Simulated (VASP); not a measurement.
Wanted: the native input for a VASP 6.6.1 run.

* Task: relaxation of cell and atoms
* Functional: RPBE
* Potentials or basis: VASP PAW PBE potentials, release 64 (Ge_d)
* Cutoff: 600 eV
* k mesh: 12 × 12 × 4
* Occupations: fermi-dirac, width 0.1 eV
* Spin: no spin polarisation
* Dipole correction: no
* Further INCAR settings: ALGO = Normal; EDIFF = 1e-06; IBRION = 2; EDIFFG = -0.01; NSW = 80; ISIF = 3

The structure of Ge lies in POSCAR:

```
Ge
1.0
    3.0076538696      0.0000000000      0.0000000000
   -1.5038269348      2.6047046568      0.0000000000
    0.0000000000      0.0000000000      9.8229975381
Ge
4
Direct
    0.0000000000      0.0000000000      0.0000000000
    0.0000000000      0.0000000000      0.5000000000
    0.3333333333      0.6666666667      0.2500000000
    0.6666666667      0.3333333333      0.7500000000
```

This isn't the form of Ge at room conditions, which is diamond.

One way to write it, as run:

INCAR

```
  PREC = Accurate
  ENCUT = 600
  EDIFF = 1E-6
  ISMEAR = -1
  SIGMA = 0.1
  LREAL = F
  LASPH = T
  NELM = 100
  ALGO = Normal
  ISIF = 3
  LWAVE = F
  LCHARG = F
  GGA = RP
  IBRION = 2
  NSW = 80
  EDIFFG = -0.01
```

KPOINTS

```
regular mesh
0
Gamma
  12 12 4
```

Potentials or basis: VASP PAW PBE potentials, release 64 (Ge_d).

Run with:

```bash
$ cat potpaw_PBE.64/Ge_d/POTCAR > POTCAR
$ mpirun -np 1 vasp_std > vasp.out
```

It gave:

```json
{
 "Relaxed volume": "20.03 Å³/atom",
 "Relaxed cell": "a = 3.043 Å, b = 3.043 Å, c = 9.989 Å, α = 90.00°, β = 90.00°, γ = 120.00°",
 "Space group after relaxing (to 0.1 Å)": "P6_3/mmc (No. 194)",
 "Energy gained by relaxing": "6.2 meV/atom",
 "Ionic steps": "8",
 "Pressure after relaxing": "0.0 GPa",
 "Band gap on the k mesh": "zero (bands 28 and 29 overlap by 9.41 eV)"
}
```

Caveat: the PAW data sets were made with another functional, which shifts forces and pressure a little.

Run time: 9.2 min on 1 thread of Intel(R) Xeon(R) Platinum 8259CL CPU @ 2.50GHz (Skylake/Cascade Lake), on a shared host, peak memory 0.28 GiB.
